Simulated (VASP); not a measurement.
Set up this calculation in VASP 6.6.1, as the native input.

```yaml
Task: relaxation of cell and atoms
Functional: LDA
Potentials_or_basis: VASP PAW LDA potentials, release 64 (Hg)
Cutoff: 600 eV
k_mesh: 8 × 8 × 11
Occupations: fermi-dirac, width 0.1 eV
Spin: no spin polarisation
Target_pressure: 9.5 GPa
Dipole_correction: no
Further_INCAR_settings: ALGO = Normal; EDIFF = 1e-06; IBRION = 2; EDIFFG = -0.005; NSW = 32; ISIF = 3
```

The structure of Hg lies in POSCAR:

```
Hg
1.0
    4.9362279090      0.0000000000      0.0000000000
   -2.4681139545      4.2748987680      0.0000000000
    0.0000000000      0.0000000000      2.8474803396
Hg
3
Direct
    0.0000000000      0.0000000000      0.0000000000
    0.3333333333      0.6666666667      0.5000000000
    0.6666666667      0.3333333333      0.5000000000
```

The input as run:

INCAR

```
PREC     = Accurate       # precision mode
ENCUT    = 600            # plane-wave cutoff, eV
EDIFF    = 1E-6           # SCF threshold, eV
ISMEAR   = -1             # smearing method
SIGMA    = 0.1            # smearing width, eV
LREAL    = F              # projectors in reciprocal space
LASPH    = T              # aspherical terms in the spheres
NELM     = 60             # most SCF steps
ALGO     = Normal         # electronic algorithm
ISIF     = 3              # what is computed and relaxed
LWAVE    = F              # write WAVECAR
LCHARG   = F              # write CHGCAR
GGA      = CA             # functional
IBRION   = 2              # ionic algorithm
NSW      = 32             # ionic steps
EDIFFG   = -0.005         # ionic threshold
PSTRESS  = 95.0
```

KPOINTS

```
regular mesh
0
Gamma
  8 8 11
```

Potentials or basis: VASP PAW LDA potentials, release 64 (Hg).

Launch:

```bash
$ cat potpaw_LDA.64/Hg/POTCAR > POTCAR
$ mpirun -np 1 vasp_std > vasp.out
```

Results of the run:

* Relaxed volume: 20.26 Å³/atom
* Relaxed cell: a = 4.950 Å, b = 4.950 Å, c = 2.864 Å, α = 90.00°, β = 90.00°, γ = 120.00°
* Space group after relaxing (to 0.1 Å): P6/mmm (No. 191)
* Energy change on relaxing (the run minimises the enthalpy): -14.8 meV/atom
* Ionic steps: 6
* Pressure after relaxing: 9.5 GPa
* Band gap on the k mesh: zero (bands 18 and 19 overlap by 4.18 eV)

Caveat: the cell is relaxed towards a set pressure, so the run minimises the enthalpy, not the energy; spin-orbit coupling is left out, which moves the levels of the heavy elements.

Run time: 2.1 min on 1 thread of AMD EPYC 9R45 96-Core Processor (Zen 5) (shared host), peak memory 0.19 GiB.
